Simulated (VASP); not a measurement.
Runs of VASP 6.6.1 on MgB. The structure is that of space group Pm-3m (No. 221), or close to it. The cells are those of the table. 

| task | level | cell | k mesh | cutoff (eV) | k mesh for the DOS | occupations for the DOS | grid for exact exchange (PRECFOCK) | share of exact exchange | gap on the mesh (eV) | pressure (GPa) |
| --- | --- | --- | --- | --- | --- | --- | --- | --- | --- | --- |
| single point | PBE | a = 3.011, b = 3.011, c = 2.895 Å, 2 atoms | 7 × 7 × 8 | 520 | - | - | - | - | none | -5.8 |
| single point | PBE | a = 2.856 Å, 2 atoms | 9 × 9 × 9 | 520 | - | - | - | - | none | (b) |
| single point | BLYP | a = 2.895 Å, 2 atoms | 9 × 9 × 9 | 520 | - | - | - | - | none | 2.4 |
| single point | PBE | a = 2.895 Å, 2 atoms | 13 × 13 × 13 | 520 | - | - | - | - | none | -0.1 |
| single point | PBE-based global hybrid | a = 2.895 Å, 2 atoms | 5 × 5 × 5 | 520 | - | - | Normal | 0.25 | none | (a) |
| relaxation of cell and atoms | HF | relaxed from a = 2.895 Å, 2 atoms | 5 × 5 × 5 | 600 | - | - | Normal | - | none | 0.0 |
| single point | r2SCAN0 | a = 2.895 Å, 2 atoms | 5 × 5 × 5 | 520 | - | - | Normal | - | none | -1.7 |
| single point | PBE-based global hybrid | a = 2.895 Å, 2 atoms | 5 × 5 × 5 | 520 | - | - | Normal | 0.35 | none | -1.8 |
| single point | PBE-based global hybrid | a = 2.895 Å, 2 atoms | 5 × 5 × 5 | 520 | - | - | Normal | 0.5 | none | -2.7 |
| single point | RPBE | a = 2.895 Å, 2 atoms | 9 × 9 × 9 | 520 | - | - | - | - | none | 2.4 |

Alike in all rows: potentials or basis VASP PAW PBE potentials, release 64 (Mg, B); no spin polarisation; smearing fermi-dirac 0.05 eV.

**Question.** Estimate the missing entries.

**Answer.** (a) -1.2; (b) 3.6.

Caveats: some runs use coarse meshes; the PAW data sets were made with another functional, which shifts forces and pressure a little (some runs).

A gap of «none» marks levels without a gap at the run's occupations.
